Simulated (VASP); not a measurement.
# Ti (Fm-3m) in VASP: further runs

Runs on Ti. Level: PBEsol. Tasks: single point, relaxation of cell and atoms.

Program: VASP 6.6.1. These are calculated values, not measurements. Logs are shortened: lines on timing, memory, paths and dates and some standing lists are left out, and cuts for length are marked.

## 1. The cell of the first run

Symmetry: Fm-3m, No. 225, cubic system. The conventional cell has a = 4.051 Å, b = 4.051 Å, c = 4.051 Å, α = 90.00°, β = 90.00°, γ = 90.00°. Within 3.8 Å of Ti (site symmetry m-3m) lie 12 Ti at 2.86 Å.

## 2. Single point, PBEsol

Input file INCAR:

```
SYSTEM = Ti
PREC = Accurate ; ENCUT = 520
EDIFF = 1E-7 ; ISMEAR = -1
SIGMA = 0.08 ; LREAL = .False.
LASPH = .True. ; NELM = 80
ALGO = Normal ; ISIF = 2
LWAVE = .False. ; LCHARG = .False.
GGA = PS ; NBANDS = 12
```

Input file KPOINTS:

```
regular mesh
0
Gamma
  16 16 16
  0 0 0
```

Input file POSCAR:

```
Ti
1.0
    0.0000000000      2.0255138790      2.0255138790
    2.0255138790      0.0000000000      2.0255138790
    2.0255138790      2.0255138790      0.0000000000
Ti
1
Direct
    0.0000000000      0.0000000000      0.0000000000
```

Potentials or basis: VASP PAW PBE potentials, release 64 (Ti_sv).

Command:

```
cat potpaw_PBE.64/Ti_sv/POTCAR > POTCAR
mpirun -np 1 vasp_std > vasp.out
```

OUTCAR:

```text
SYSTEM = Ti
   PREC = Accurate
   ENCUT = 520
   EDIFF = 1E-7
   ISMEAR = -1
   LREAL = .False.
   LASPH = .True.
   NELM = 80
   ISIF = 2
   GGA = PS

 ion  position               nearest neighbor table
   1  0.000  0.000  0.000-

  LATTYP: Found a face centered cubic cell.
 ALAT       =     4.0510277580

  Lattice vectors:

 A1 = (   0.0000000000,   2.0255138790,   2.0255138790)
 A2 = (   2.0255138790,   0.0000000000,   2.0255138790)
 A3 = (   2.0255138790,   2.0255138790,   0.0000000000)

Analysis of symmetry for initial positions (statically):
=====================================================================
 Subroutine PRICEL returns:
 Original cell was already a primitive cell.

 Routine SETGRP: Setting up the symmetry group for a
 face centered cubic supercell.

 Subroutine GETGRP returns: Found 48 space group operations
 (whereof 48 operations were pure point group operations)
 out of a pool of 48 trial point group operations.

The static configuration has the point symmetry O_h .

Analysis of symmetry for dynamics (positions and initial velocities):
=====================================================================
 Subroutine PRICEL returns:
 Original cell was already a primitive cell.

 Routine SETGRP: Setting up the symmetry group for a
 face centered cubic supercell.

 Subroutine GETGRP returns: Found 48 space group operations
 (whereof 48 operations were pure point group operations)
 out of a pool of 48 trial point group operations.

The dynamic configuration has the point symmetry O_h .

 Subroutine INISYM returns: Found 48 space group operations
 (whereof 48 operations are pure point group operations),
 and found     1 'primitive' translations

----------------------------------------------------------------------------------------

                                     Primitive cell

  volume of cell :      16.6202

  direct lattice vectors                    reciprocal lattice vectors
     0.000000000  2.025513879  2.025513879    -0.246850938  0.246850938  0.246850938
     2.025513879  0.000000000  2.025513879     0.246850938 -0.246850938  0.246850938
     2.025513879  2.025513879  0.000000000     0.246850938  0.246850938 -0.246850938

  length of vectors
     2.864509198  2.864509198  2.864509198     0.427558366  0.427558366  0.427558366

  position of ions in fractional coordinates (direct lattice)
     0.000000000  0.000000000  0.000000000

  ion indices of the primitive-cell ions
   primitive index   ion index
[... 75 lines left out ...]
   EDIFFG = 0.1E-05   stopping-criterion for IOM
   NSW    =      0    number of steps for IOM
   IBRION =     -1    ionic relax: 0-MD 1-quasi-New 2-CG
   NFREE  =      0    steps in history (QN), initial steepest desc. (CG)
   ISIF   =      2    stress and relaxation
   ISYM   =      2    0-nonsym 1-usesym 2-fastsym
   POTIM  = 0.5000    time-step for ionic-motion
   TEBEG  =    0.0;   TEEND  =   0.0 temperature during run
   PSTRESS=    0.0 pullay stress
   NELECT =      12.0000    total number of electrons
   NUPDOWN=      -1.0000    fix difference up-down
   EMIN   =  10.00;   EMAX   =-10.00  energy-range for DOS
   EFERMI =   0.00;   METHOD = LEGACY
   ISMEAR =    -1;   SIGMA  =   0.08  broadening in eV -4-tet -1-fermi 0-gaus
   EFERMI_NEDOS =   21; number of points for ismear=-14 and -15
   IALGO  =     38    algorithm
   IMIX   =      4    mixing-type and parameters
     AMIX     =   0.40;   BMIX     =  1.00
     AMIX_MAG =   1.60;   BMIX_MAG =  1.00
  volume/ion in A,a.u.               =      16.62       112.16
  Fermi-wavevector in a.u.,A,eV,Ry     =   1.468667  2.775378 29.347535  2.156983
  Thomas-Fermi vector in A             =   2.584137
   LORBIT       =      0    0 simple, 1 ext, 2 COOP (PROOUT), +10 PAW based schemes
   GGA     = PS    functional components
   LHFCALC =     F    Hartree Fock is set to
   AEXX    =    0.0000 exact exchange contribution
   IVDW    =     0    specifies the selected vdW correction
   LEPSILON=     F    determine dielectric tensor
   LRPA    =     F    only Hartree local field effects (RPA)
 non-spin polarized calculation
  energy-cutoff  :      520.00
  volume of cell :       16.62
 maximum number of plane-waves:       462
 NGX is ok and might be reduce to    24
   NGX = 11   NGY = 11   NGZ = 11

 number of electron      12.0000001 magnetization

 Free energy of the ion-electron system (eV)
  ---------------------------------------------------
  ext. energy  EPLUGINS =         0.00000000
  ---------------------------------------------------
  free energy    TOTEN  =        -8.30064112 eV

  energy without entropy =       -8.26536863  energy(sigma->0) =       -8.28300487

 E-fermi :   8.5685     XC(G=0): -11.8478

 val. band max:        8.5590093749   @ k =   0.3125   0.0000   0.0000
 cond. band min:       8.5788877774   @ k =   0.5000   0.1250   0.0625
 fundamental gap:      0.0198784025
 Fermi energy:         8.5685123543

 k-point     1 :       0.0000    0.0000    0.0000
  band No.  band energies     occupation
      1     -47.8348      2.00000
      2     -23.7335      2.00000
      3     -23.7335      2.00000
      4     -23.7335      2.00000
      5       2.3671      2.00000
      6       9.4717      0.00003
      7       9.4717      0.00003
      8       9.4717      0.00003
      9      11.1970      0.00000
     10      11.1970      0.00000
     11      24.0794      0.00000
     12      28.7290      0.00000
[... 331 lines left out ...]
 k-point    24 :      -0.0625    0.0625    0.0000
  band No.  band energies     occupation
      1     -47.8202      2.00000
      2     -23.8080      2.00000
      3     -23.7548      2.00000
      4     -23.7385      2.00000
      5       2.7155      2.00000
      6       9.2483      0.00041
      7       9.5931      0.00001
      8       9.6091      0.00000
      9      11.0309      0.00000
     10      11.2074      0.00000
     11      24.3656      0.00000
     12      26.8093      0.00000

 [... further k-points ...]
[... 5 lines left out ...]
  --------------------------------------------------------------------------------------
  -------------------------------------------------------------------------------------
  Total        0.0308092      0.0308092      0.0308092     -0.0000000     -0.0000000      0.0000000
  in kB        2.9699953      2.9699953      2.9699953     -0.0000000     -0.0000000      0.0000000
  external PRESSURE =       2.9699953 kB  Pullay stress =       0.0000000 kB

 VOLUME and BASIS-vectors are now :
 -----------------------------------------------------------------------------
  energy-cutoff  :      520.00
  volume of cell :       16.62
      direct lattice vectors                 reciprocal lattice vectors
     0.000000000  2.025513879  2.025513879    -0.246850938  0.246850938  0.246850938
     2.025513879  0.000000000  2.025513879     0.246850938 -0.246850938  0.246850938
     2.025513879  2.025513879  0.000000000     0.246850938  0.246850938 -0.246850938

 POSITION                                       TOTAL-FORCE (eV/Angst)
 -----------------------------------------------------------------------------------
      0.00000      0.00000      0.00000        -0.000000      0.000000      0.000000
 -----------------------------------------------------------------------------------
    total drift:                               -0.000000      0.000000      0.000000

  FREE ENERGIE OF THE ION-ELECTRON SYSTEM (eV)
  ---------------------------------------------------
  free  energy   TOTEN  =        -8.3006411180 eV

  energy  without entropy=       -8.2653686292  energy(sigma->0) =       -8.28300487
```

OSZICAR:

```text
N       E                     dE             d eps       ncg     rms          rms(c)
DAV:   1     0.857395526743E+02    0.85740E+02   -0.65302E+03  3500   0.121E+03
DAV:   2    -0.512349119530E+01   -0.90863E+02   -0.88394E+02  3524   0.298E+02
DAV:   3    -0.927141024946E+01   -0.41479E+01   -0.41052E+01  4760   0.650E+01
DAV:   4    -0.937808285523E+01   -0.10667E+00   -0.10649E+00  3992   0.873E+00
DAV:   5    -0.938097317031E+01   -0.28903E-02   -0.28903E-02  4128   0.120E+00    0.909E+00
DAV:   6    -0.831037975653E+01    0.10706E+01   -0.21523E+00  3780   0.220E+01    0.235E+00
DAV:   7    -0.829077420256E+01    0.19606E-01   -0.11532E-01  4276   0.398E+00    0.132E+00
DAV:   8    -0.830037552089E+01   -0.96013E-02   -0.42180E-02  3592   0.265E+00    0.199E-01
DAV:   9    -0.830060016513E+01   -0.22464E-03   -0.45794E-03  4416   0.794E-01    0.904E-02
DAV:  10    -0.830065896391E+01   -0.58799E-04   -0.29554E-04  3704   0.205E-01    0.219E-02
DAV:  11    -0.830064170591E+01    0.17258E-04   -0.23117E-05  4172   0.594E-02    0.116E-02
DAV:  12    -0.830064094825E+01    0.75767E-06   -0.23034E-06  3784   0.207E-02    0.193E-03
DAV:  13    -0.830064118473E+01   -0.23648E-06   -0.41337E-07  4152   0.581E-03    0.162E-03
DAV:  14    -0.830064111797E+01    0.66754E-07   -0.49260E-08  2380   0.285E-03
   1 F= -.83006411E+01 E0= -.82830049E+01  d E =-.352725E-01
```

It took 71 s on 1 thread of AMD EPYC 7R13, shared host; peak memory 0.13 GiB.

Results:

```
Free energy            : -8.3006 eV
Pressure               : 0.3 GPa
Band gap on the k mesh : zero (band 6 reaches 9.47 eV, above the bottom of band 7 at 8.17 eV)
```

Caveat: the PAW data sets were made with another functional, which shifts forces and pressure a little.

## 3. Relaxation of cell and atoms, PBEsol, target pressure 0.59 GPa, at which the enthalpy is minimised

Input file INCAR:

```
SYSTEM = Ti
PREC = Accurate
ENCUT = 600
EDIFF = 1E-6
ISMEAR = -1
SIGMA = 0.08
LREAL = .False.
LASPH = .True.
NELM = 80
ALGO = Normal
ISIF = 3
LWAVE = .False.
LCHARG = .False.
GGA = PS
IBRION = 2
NSW = 60
EDIFFG = -0.005
PSTRESS = 5.8999999999999995
```

KPOINTS is that of step 2.

POSCAR is that of step 2.

Potentials or basis: VASP PAW PBE potentials, release 64 (Ti_sv).

Command:

```
cat potpaw_PBE.64/Ti_sv/POTCAR > POTCAR
mpirun -np 1 vasp_std > vasp.out
```

OUTCAR:

```text
SYSTEM = Ti
   PREC = Accurate
   ENCUT = 600
   EDIFF = 1E-6
   ISMEAR = -1
   LREAL = .False.
   LASPH = .True.
   NELM = 80
   ISIF = 3
   GGA = PS
   IBRION = 2
   NSW = 60
   EDIFFG = -0.005
   PSTRESS = 5.8999999999999995

 ion  position               nearest neighbor table
   1  0.000  0.000  0.000-

  LATTYP: Found a face centered cubic cell.
 ALAT       =     4.0510277580

  Lattice vectors:

 A1 = (   0.0000000000,   2.0255138790,   2.0255138790)
 A2 = (   2.0255138790,   0.0000000000,   2.0255138790)
 A3 = (   2.0255138790,   2.0255138790,   0.0000000000)

Analysis of symmetry for initial positions (statically):
[... 473 lines left out ...]
  free energy    TOTEN  =        -8.30032179 eV

  energy without entropy =       -8.26514809  energy(sigma->0) =       -8.28273494

 E-fermi :   8.5969     XC(G=0): -11.8602

 val. band max:        8.5880365598   @ k =   0.3125   0.0000   0.0000
 cond. band min:       8.6091385775   @ k =   0.5000   0.1250   0.0625
 fundamental gap:      0.0211020177
 Fermi energy:         8.5969097416

 k-point     1 :       0.0000    0.0000    0.0000
  band No.  band energies     occupation
      1     -47.8020      2.00000
      2     -23.6978      2.00000
      3     -23.6978      2.00000
      4     -23.6978      2.00000
      5       2.3912      2.00000
      6       9.5015      0.00002
      7       9.5015      0.00002
      8       9.5015      0.00002
      9      11.2329      0.00000
     10      11.2329      0.00000
[... 287 lines left out ...]
 k-point    24 :      -0.0625    0.0625    0.0000
  band No.  band energies     occupation
      1     -47.7873      2.00000
      2     -23.7729      2.00000
      3     -23.7193      2.00000
      4     -23.7028      2.00000
      5       2.7404      2.00000
      6       9.2772      0.00041
      7       9.6233      0.00001
      8       9.6394      0.00000
      9      11.0661      0.00000
     10      11.2433      0.00000

 [... further k-points ...]
[... 5 lines left out ...]
  --------------------------------------------------------------------------------------
  -------------------------------------------------------------------------------------
  Total        0.0600027      0.0600027      0.0600027     -0.0000000     -0.0000000     -0.0000000
  in kB        5.7992058      5.7992058      5.7992058     -0.0000000     -0.0000000     -0.0000000
  external PRESSURE =      -0.1007942 kB  Pullay stress =       5.9000000 kB
[... 20 lines left out ...]
  energy  without entropy=       -8.2651480921  energy(sigma->0) =       -8.28273494

  enthalpy is  TOTEN    =        -8.2392761650 eV   P V=        0.0610456218

 reached required accuracy - stopping structural energy minimisation
```

CONTCAR:

```text
Ti
   1.00000000000000
    -0.0000000000000000    2.0237694338774319    2.0237694338774319
     2.0237694338774319   -0.0000000000000000    2.0237694338774319
     2.0237694338774319    2.0237694338774319    0.0000000000000000
  Ti
     1
Direct
     0.0000000000000000    0.0000000000000000    1.0000000000000000

  0.00000000E+00  0.00000000E+00  0.00000000E+00
```

Wall time 4.3 min (1 thread of AMD EPYC 7R13, shared host); peak memory 0.14 GiB.

What came out:

```
Free energy                                            : -8.3003 eV
Relaxed volume                                         : 16.58 Å³/atom
Relaxed cell                                           : a = 2.862 Å, b = 2.862 Å, c = 2.862 Å, α = 60.00°, β = 60.00°, γ = 60.00°
Space group after relaxing (to 0.05 Å)                 : Fm-3m (No. 225)
Energy change on relaxing (the enthalpy is what falls) : +0.1 meV/atom
Ionic steps                                            : 9
Pressure after relaxing                                : 0.6 GPa
Band gap on the k mesh                                 : zero (band 6 reaches 9.50 eV, above the bottom of band 7 at 8.20 eV)
```

The path:
| step | energy change (eV) | largest force (eV/Å) | pressure (GPa) | volume (Å³) |
| --- | --- | --- | --- | --- |
| 1 | 0.0000 | 0.0000 | 0.34 | 16.62 |
| 2 | 0.0002 | 0.0000 | 0.73 | 16.56 |
| 3 | 0.0001 | 0.0000 | 0.64 | 16.58 |
| 4 | 0.0001 | 0.0000 | 0.66 | 16.58 |
| 5 | 0.0000 | 0.0000 | 0.47 | 16.60 |
| 6 | 0.0001 | 0.0000 | 0.48 | 16.59 |
| 7 | 0.0001 | 0.0000 | 0.50 | 16.59 |
| 8 | 0.0001 | 0.0000 | 0.50 | 16.58 |
| 9 | 0.0001 | 0.0000 | 0.58 | 16.58 |

Final structure:
```xyz
1
Lattice="0.0000 2.0238 2.0238 2.0238 0.0000 2.0238 2.0238 2.0238 0.0000" Properties=species:S:1:pos:R:3 pbc="T T T"
Ti    2.0238    2.0238    0.0000
```

Levels at points of the mesh, in eV from the Fermi level:
| k point | band 4 | band 5 | band 6 | band 7 | band 8 | band 9 |
| --- | --- | --- | --- | --- | --- | --- |
| (0.00, 0.00, 0.00) | -32.29 | -6.21 | 0.90 | 0.90 | 0.90 | 2.64 |
| (0.50, 0.00, 0.00) | -32.39 | -2.70 | 0.76 | 0.77 | 0.77 | 3.80 |
| (0.50, 0.50, 0.00) | -32.57 | -2.75 | -1.84 | 3.06 | 3.78 | 4.10 |

Caveat: the cell is relaxed towards a set pressure, so the enthalpy falls and the energy may rise; the PAW data sets were made with another functional, which shifts forces and pressure a little.

## 4. Relaxation of cell and atoms, PBEsol, target pressure 0.59 GPa, at which the enthalpy is minimised

Input file INCAR:

```
PREC = Accurate ; ENCUT = 600
EDIFF = 1E-7 ; ISMEAR = -1
SIGMA = 0.08 ; LREAL = False
LASPH = True ; NELM = 100
ALGO = Normal ; ISIF = 3
LWAVE = False ; LCHARG = False
GGA = PS ; IBRION = 2
NSW = 32 ; EDIFFG = -0.005
PSTRESS = 5.8999999999999995
```

Input file KPOINTS:

```
regular mesh
0
Gamma
  16 16 16
```

POSCAR is that of step 3.

Command:

```
cat potpaw_PBE.64/Ti_sv/POTCAR > POTCAR
mpirun -np 1 vasp_std > vasp.out
```

Wall time 2.7 min (1 thread of AMD EPYC 7R13, shared host); peak memory 0.14 GiB.

It converged, with:

- Free energy: -8.3003 eV
- Relaxed volume: 16.58 Å³/atom
- Relaxed cell: a = 2.862 Å, b = 2.862 Å, c = 2.862 Å, α = 60.00°, β = 60.00°, γ = 60.00°
- Space group after relaxing (to 0.05 Å): Fm-3m (No. 225)
- Energy change on relaxing (the enthalpy is what falls): +0.1 meV/atom
- Ionic steps: 3
- Pressure after relaxing: 0.6 GPa
- Band gap on the k mesh: zero (band 6 reaches 9.50 eV, above the bottom of band 7 at 8.20 eV)

The path:
```csv
step,energy change (eV),largest force (eV/Å),pressure (GPa),volume (Å³)
1,0.0000,0.0000,0.29,16.62
2,0.0003,0.0000,0.81,16.55
3,0.0001,0.0000,0.61,16.58
```

Final structure:
```cif
data_structure
_symmetry_space_group_name_H-M 'P 1'
_symmetry_Int_Tables_number 1
_cell_length_a 2.8621
_cell_length_b 2.8621
_cell_length_c 2.8621
_cell_angle_alpha 60.000
_cell_angle_beta 60.000
_cell_angle_gamma 60.000
_cell_volume 16.58
loop_
_atom_site_label
_atom_site_type_symbol
_atom_site_fract_x
_atom_site_fract_y
_atom_site_fract_z
_atom_site_occupancy
Ti1 Ti 0.00000 0.00000 0.00000 1
```

Levels at points of the mesh, in eV from the Fermi level:
```tsv
k point	band 3	band 4	band 5	band 6	band 7	band 8	band 9	band 10
(0.00, 0.00, 0.00)	-32.29	-32.29	-6.21	0.90	0.90	0.90	2.64	2.64
(0.50, 0.00, 0.00)	-32.40	-32.40	-2.70	0.76	0.77	0.77	3.80	3.80
(0.50, 0.50, 0.00)	-32.57	-32.57	-2.75	-1.84	3.06	3.78	4.10	4.10
```

Caveat: the cell is relaxed towards a set pressure, so the enthalpy falls and the energy may rise; the PAW data sets were made with another functional, which shifts forces and pressure a little.
